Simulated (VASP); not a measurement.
A run of VASP 6.6.1 is set up as follows.

INCAR

```
  PREC = Accurate
  ENCUT = 520
  EDIFF = 1E-6
  ISMEAR = 1
  SIGMA = 0.1
  LREAL = Auto
  LASPH = True
  NELM = 80
  ALGO = Normal
  ISIF = 2
  LWAVE = False
  LCHARG = False
  GGA = PE
  IBRION = 2
  NSW = 90
  EDIFFG = -0.02
```

The input KPOINTS:

```
Automatic mesh
0
Gamma
  1 1 1
```

Contents of POSCAR:

```
Ti12B24F
1.0
    6.0635047200      0.0000000600      0.0000000000
   -4.5476286100      7.8767236400      0.0000000000
    0.0000000000      0.0000000000      6.4483601600
Ti B F
12 24 1
Direct
    0.0000000000      0.0000000000      0.0000000000
   -0.0179300900     -0.0109082100      0.5000233600
    0.0000000000      0.3333333300      0.0000000000
   -0.0044091700      0.3367551100      0.4999455800
    0.0050653200      0.6670976700     -0.0000438600
    0.0042019100      0.6679585000      0.5001393000
    0.5000000000      0.0000000000      0.0000000000
    0.4888561200     -0.0083437000      0.4999569000
    0.5000000000      0.3333333300      0.0000000000
    0.5147393000      0.3461342500      0.5000023700
    0.4906407200      0.6576536500      0.0000678500
    0.4972749900      0.6651438100      0.4999734100
    0.1666666700      0.2222222200      0.2500000000
    0.3333333300      0.1111111100      0.2500000000
    0.1666666700      0.2222222200      0.7500000000
    0.3333333300      0.1111111100      0.7500000000
    0.1659604100      0.5493674000      0.2543703700
    0.3333333300      0.4444444400      0.2500000000
    0.1658599800      0.5493032300      0.7455613500
    0.3333333300      0.4444444400      0.7500000000
    0.1644975600      0.8838864000      0.2505745300
    0.3363257900      0.7845917800      0.2507572300
    0.1644864500      0.8839411600      0.7493915000
    0.3362675000      0.7845885300      0.7491868800
    0.6666666700      0.2222222200      0.2500000000
    0.8333333300      0.1111111100      0.2500000000
    0.6666666700      0.2222222200      0.7500000000
    0.8333333300      0.1111111100      0.7500000000
    0.6657452200      0.5497882300      0.2544158800
    0.8411876500      0.4512494600      0.2501783400
    0.6657041200      0.5497436200      0.7455826100
    0.8410774600      0.4511850300      0.7498259900
    0.6666666700      0.8888888900      0.2500000000
    0.8350592100      0.7821398700      0.2529002800
    0.6666666700      0.8888888900      0.7500000000
    0.8350402200      0.7821073300      0.7471561600
   -0.1179740000      0.1273420000      0.0000000000
```

Potentials or basis: VASP PAW PBE potentials, release 64 (Ti_sv, B, F).

Launch:

```bash
$ cat potpaw_PBE.64/Ti_sv/POTCAR potpaw_PBE.64/B/POTCAR potpaw_PBE.64/F/POTCAR > POTCAR
$ mpirun -np 1 vasp_gam > vasp.out
```

Task: Predict the energy gained by relaxing.

Result: 172.5 meV/atom.

The path:
```csv
step,energy change (eV),largest force (eV/Å),pressure (GPa)
1,0.0000,12.3895,16.77
2,-1.5024,9.9699,17.76
3,-4.8111,2.5697,12.81
4,-5.8468,1.5603,12.73
5,-5.8479,1.5491,12.78
6,-6.1798,0.7441,12.56
7,-6.1995,0.7672,12.60
8,-6.3036,0.4161,12.56
9,-6.3075,0.4998,12.57
10,-6.3512,0.2934,12.61
11,-6.3519,0.3192,12.63
12,-6.3692,0.2672,12.65
13,-6.3696,0.3194,12.66
14,-6.3762,0.2345,12.66
15,-6.3765,0.1757,12.67
16,-6.3793,0.0840,12.67
17,-6.3794,0.0862,12.67
18,-6.3803,0.0333,12.67
19,-6.3803,0.0397,12.68
20,-6.3806,0.0218,12.67
21,-6.3806,0.0244,12.68
22,-6.3807,0.0145,12.68
```

Caveat: the k points lie up to 1.20 Å⁻¹ apart; an odd number of electrons without spin polarisation forces a metal; a magnetic or distorted state may lie lower.
